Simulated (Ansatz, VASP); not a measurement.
## Two plane-wave programs on CsSnI3

File INCAR:

```
SYSTEM = CsSnI3
PREC = Accurate
ENCUT = 520
EDIFF = 1E-6
ISMEAR = -1
SIGMA = 0.02
LREAL = .False.
LASPH = .True.
NELM = 80
ALGO = Normal
ISIF = 2
LWAVE = .False.
LCHARG = .True.
GGA = PE
LELF = .True.
LVHAR = .True.
NBANDS = 30
```

KPOINTS

```
Automatic mesh
0
Gamma
  4 4 4
  0 0 0
```

File POSCAR:

```
CsSnI3
1.0
    6.1166608907      0.0000000000      0.0000000000
    0.0000000000      6.1166608907      0.0000000000
    0.0000000000      0.0000000000      6.2753435978
Cs Sn I
1 1 3
Direct
    0.0000000000      0.0000000000      0.0000000000
    0.5000000000      0.5000000000      0.5000000000
    0.5000000000      0.5000000000      0.0000000000
    0.5000000000      0.0000000000      0.5000000000
    0.0000000000      0.5000000000      0.5000000000
```

Input for Ansatz:

```yaml
crystal:
  lattice:
    - [6.1166608907, 0.0, 0.0]
    - [0.0, 6.1166608907, 0.0]
    - [0.0, 0.0, 6.2753435978]
  atoms:
    - { symbol: Cs, position: [0.0, 0.0, 0.0] }
    - { symbol: Sn, position: [0.5, 0.5, 0.5] }
    - { symbol: I, position: [0.5, 0.5, 0.0] }
    - { symbol: I, position: [0.5, 0.0, 0.5] }
    - { symbol: I, position: [0.0, 0.5, 0.5] }
kpoints:
  mp_grid: { grid: [4, 4, 4] }
  band_path:
    path: [[0.0, 0.0, 0.0], [0.0, 0.5, 0.0], [0.5, 0.5, 0.0], [0.5, 0.5, 0.5]]
    npoints: 1
hamiltonian:
  xc: pbe
scf:
  occupations: { method: fermi_dirac, width: 0.02 }
  n_extra_bands: 5
output:
  forces: true
  stress: true
  eigenvalues: true
  write_density: true
  write_potential: true
  elf: true
  volumetric_format: npy
```

Change from the starting cell: epitaxial_xy strain -2.0%.

Alike in both runs: task single point; functional PBE; k mesh 4 × 4 × 4; occupations fermi-dirac, width 0.02 eV; no spin polarisation.

|  | VASP | Ansatz |
| --- | --- | --- |
| version | VASP 6.6.1 | Ansatz 0.2.0 |
| potentials or method | VASP PAW PBE potentials, release 64 (Cs_sv, Sn_d, I) | plane waves, PAW |
| plane-wave cutoff (eV) | 520 | 420 |
| valence electrons in the cell | 44 | 74 |

|  | VASP | Ansatz | Ansatz less VASP |
| --- | --- | --- | --- |
| pressure (GPa) | 1.2 | 1.2 | 0.00 |
| traceless stress, the component that is largest in VASP (GPa) | -0.67 | -0.67 | -0.001 |

VASP's potentials hold 44 valence electrons a cell and Ansatz's 74, so a difference there can come from the potentials and not from the codes.

Neither program's run includes spin-orbit coupling.
